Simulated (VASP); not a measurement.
# MgS in VASP: further runs, part 2 of 2

VASP 6.6.1.

## (4) Single point, HSE06 (uniaxial x strain +1.9%)

The input, POSCAR:

```
MgS
1.0
    0.0000000000      2.6015179370      2.6015179370
    2.6496460189      0.0000000000      2.6015179370
    2.6496460189      2.6015179370      0.0000000000
Mg S
1 1
Direct
    0.0000000000      0.0000000000      0.0000000000
    0.5000000000      0.5000000000      0.5000000000
```

The input, INCAR.step1:

```
  ALGO = Normal
  EDIFF = 1E-5
  ENCUT = 520
  GGA = PE
  ISIF = 2
  ISMEAR = 0
  LASPH = True
  LREAL = False
  LWAVE = True
  NBANDS = 11
  NELM = 60
  PREC = Accurate
  SIGMA = 0.01
```

The input, INCAR.step2:

```
  ALGO = Normal
  EDIFF = 1E-7
  ENCUT = 520
  GGA = PE
  HFSCREEN = 0.2079
  ISIF = 2
  ISMEAR = 0
  ISTART = 1
  LASPH = True
  LCHARG = True
  LELF = True
  LHFCALC = True
  LREAL = False
  LVHAR = True
  LWAVE = False
  NBANDS = 11
  NELM = 60
  PREC = Accurate
  PRECFOCK = Normal
  SIGMA = 0.01
```

The input, KPOINTS:

```
k-points
0
Gamma
  6 6 6
```

Potentials or basis: VASP PAW PBE potentials, release 64 (Mg, S).

Command:

```console
> cat potpaw_PBE.64/Mg/POTCAR potpaw_PBE.64/S/POTCAR > POTCAR
> cp INCAR.step1 INCAR
> mpirun -np 1 vasp_std > vasp.out
> cp INCAR.step2 INCAR
> mpirun -np 1 vasp_std > vasp.out
```

OUTCAR:

```text
EDIFF = 1E-7
   ENCUT = 520
   GGA = PE
   HFSCREEN = 0.2079
   ISIF = 2
   ISMEAR = 0
   ISTART = 1
   LASPH = True
   LHFCALC = True
   LREAL = False
   NELM = 60
   PREC = Accurate
   PRECFOCK = Normal

 ion  position               nearest neighbor table
   1  0.000  0.000  0.000-   2 2.60   2 2.60   2 2.60   2 2.60   2 2.65   2 2.65
   2  0.500  0.500  0.500-   1 2.60   1 2.60   1 2.60   1 2.60   1 2.65   1 2.65

  LATTYP: Found a body centered tetragonal cell.
 ALAT       =     3.6791019493
 C/A-ratio  =     1.4403765133

  Lattice vectors:

 A1 = (   2.6496460189,   0.0000000000,   2.6015179370)
 A2 = (   2.6496460189,   0.0000000000,  -2.6015179370)
 A3 = (  -2.6496460189,   2.6015179370,   0.0000000000)

Analysis of symmetry for initial positions (statically):
=====================================================================
 Subroutine PRICEL returns:
 Original cell was already a primitive cell.

 Routine SETGRP: Setting up the symmetry group for a
 body centered tetragonal supercell.

 Subroutine GETGRP returns: Found 16 space group operations
 (whereof 16 operations were pure point group operations)
[... 176 lines left out ...]
 fundamental gap:      3.6191235096
 Fermi energy:         3.0297270947

 k-point     1 :       0.0000    0.0000    0.0000
  band No.  band energies     occupation
      1     -10.9502      2.00000
      2       2.8748      2.00000
      3       2.8748      2.00000
      4       2.9610      2.00000
      5       7.5457      0.00000
      6      11.8891      0.00000
      7      12.0824      0.00000
      8      12.0824      0.00000
      9      14.4295      0.00000
     10      14.7005      0.00000
     11      16.5900      0.00000
[... 309 lines left out ...]
 k-point    24 :       0.3333   -0.3333    0.1667
  band No.  band energies     occupation
      1      -9.2322      2.00000
      2      -1.2746      2.00000
      3       0.0051      2.00000
      4       1.2855      2.00000
      5       9.1847      0.00000
      6      10.5817      0.00000
      7      12.6960      0.00000
      8      13.0497      0.00000
      9      16.4078      0.00000
     10      18.2414      0.00000
     11      20.2697      0.00000

 [... further k-points ...]
[... 5 lines left out ...]
  --------------------------------------------------------------------------------------
  -------------------------------------------------------------------------------------
  Total       -0.6998542     -0.3343461     -0.3343461      0.0000000      0.0000000      0.0000000
  in kB      -31.2641498    -14.9360361    -14.9360361      0.0000000      0.0000000      0.0000000
  external PRESSURE =     -20.3787407 kB  Pullay stress =       0.0000000 kB

 VOLUME and BASIS-vectors are now :
 -----------------------------------------------------------------------------
  energy-cutoff  :      520.00
  volume of cell :       35.87
      direct lattice vectors                 reciprocal lattice vectors
     0.000000000  2.601517937  2.601517937    -0.188704452  0.192195484  0.192195484
     2.649646019  0.000000000  2.601517937     0.188704452 -0.192195484  0.192195484
     2.649646019  2.601517937  0.000000000     0.188704452  0.192195484 -0.192195484

 POSITION                                       TOTAL-FORCE (eV/Angst)
 -----------------------------------------------------------------------------------
      0.00000      0.00000      0.00000        -0.000000      0.000000      0.000000
      2.64965      2.60152      2.60152         0.000000      0.000000      0.000000
 -----------------------------------------------------------------------------------
    total drift:                                0.000091     -0.000003      0.000005

  FREE ENERGIE OF THE ION-ELECTRON SYSTEM (eV)
  ---------------------------------------------------
  free  energy   TOTEN  =        -9.8791307981 eV

  energy  without entropy=       -9.8791307981  energy(sigma->0) =       -9.87913080
```

OUTCAR.step1:

```text
EDIFF = 1E-5
   ENCUT = 520
   GGA = PE
   ISIF = 2
   ISMEAR = 0
[... 558 lines left out ...]
 -----------------------------------------------------------------------------------
      0.00000      0.00000      0.00000        -0.000000      0.000000      0.000000
      2.64965      2.60152      2.60152         0.000000     -0.000000     -0.000000
 -----------------------------------------------------------------------------------
    total drift:                                0.000000      0.000000      0.000000

  FREE ENERGIE OF THE ION-ELECTRON SYSTEM (eV)
  ---------------------------------------------------
  free  energy   TOTEN  =        -8.4977932700 eV

  energy  without entropy=       -8.4977932700  energy(sigma->0) =       -8.49779327
```

OSZICAR.step1:

```text
N       E                     dE             d eps       ncg     rms          rms(c)
DAV:   1     0.216744659620E+02    0.21674E+02   -0.34931E+03   676   0.584E+02
DAV:   2    -0.764129176162E+01   -0.29316E+02   -0.27950E+02   898   0.984E+01
DAV:   3    -0.890470940228E+01   -0.12634E+01   -0.12612E+01   823   0.220E+01
DAV:   4    -0.891268679954E+01   -0.79774E-02   -0.79765E-02   784   0.208E+00
DAV:   5    -0.891276126184E+01   -0.74462E-04   -0.74461E-04   822   0.203E-01    0.433E+00
DAV:   6    -0.853884310856E+01    0.37392E+00   -0.81409E-01   744   0.353E+00    0.338E+00
DAV:   7    -0.849810186651E+01    0.40741E-01   -0.21729E-01   780   0.201E+00    0.225E+00
DAV:   8    -0.849808650298E+01    0.15364E-04   -0.15285E-02   723   0.753E-01    0.101E+00
DAV:   9    -0.849777931593E+01    0.30719E-03   -0.82400E-04   771   0.166E-01    0.356E-01
DAV:  10    -0.849779670662E+01   -0.17391E-04   -0.23756E-04   782   0.710E-02    0.434E-02
DAV:  11    -0.849779327000E+01    0.34366E-05   -0.21658E-05   715   0.204E-02
   1 F= -.84977933E+01 E0= -.84977933E+01  d E =-.382297E-59
```

Run time: 54 min. Hardware: 1 thread of Intel Xeon 8259CL, shared host; peak memory 0.29 GiB.

What came out:

```yaml
Free_energy: -9.8791 eV
Pressure: -2.0 GPa
Band_gap_on_the_k_mesh: 3.62 eV (least direct gap 4.58 eV)
```

Stress tensor (GPa, compression positive):
```
-3.13  0.00  0.00
 0.00 -1.49  0.00
 0.00  0.00 -1.49
```

Levels at points of the mesh, in eV from the valence-band top:
```tsv
k point	band 1	band 2	band 3	band 4	band 5	band 6	band 7	band 8
(0.00, 0.00, 0.00)	-13.91	-0.09	-0.09	0.00	4.58	8.93	9.12	9.12
(0.50, 0.00, 0.00)	-12.53	-5.22	-0.71	-0.65	5.46	7.88	8.07	11.33
(0.50, 0.50, 0.00)	-12.11	-4.54	-1.97	-1.80	3.62	5.31	13.34	14.23
(0.00, 0.50, 0.50)	-12.18	-4.56	-1.80	-1.80	3.72	5.38	13.15	14.19
```

Caveat: the cell differs from its parent crystal (uniaxial x strain +1.9%); the PAW data sets were made with another functional, which shifts forces and pressure a little.

## (5) The runs side by side

| level | cell | k mesh | grid for exact exchange (PRECFOCK) | share of exact exchange | screening parameter | gap on the mesh (eV) | pressure (GPa) |
| --- | --- | --- | --- | --- | --- | --- | --- |
| r2SCAN | a = 3.679 Å, angles 59.0°, 2 atoms | 8 × 8 × 8 | - | - | - | 3.40 | 1.6 |
| r2SCAN | a = 3.680, b = 3.680, c = 3.571 Å, angles 61.0, 61.0, 61.9°, 2 atoms | 8 × 8 × 8 | - | - | - | 3.00 | -0.4 |
| HSE06 | a = 3.679, b = 3.713, c = 3.713 Å, angles 59.4, 60.3, 60.3°, 2 atoms | 6 × 6 × 6 | Normal | 0.25 | 0.2079 1/Å | 3.62 | -2.0 |

Alike in all rows: task single point; potentials or basis VASP PAW PBE potentials, release 64 (Mg, S); no spin polarisation; cutoff (eV) 520; smearing gaussian 0.01 eV.

Caveats: the PAW data sets were made with another functional, which shifts forces and pressure a little.

Absolute energies hang on the potentials; compare differences alone.
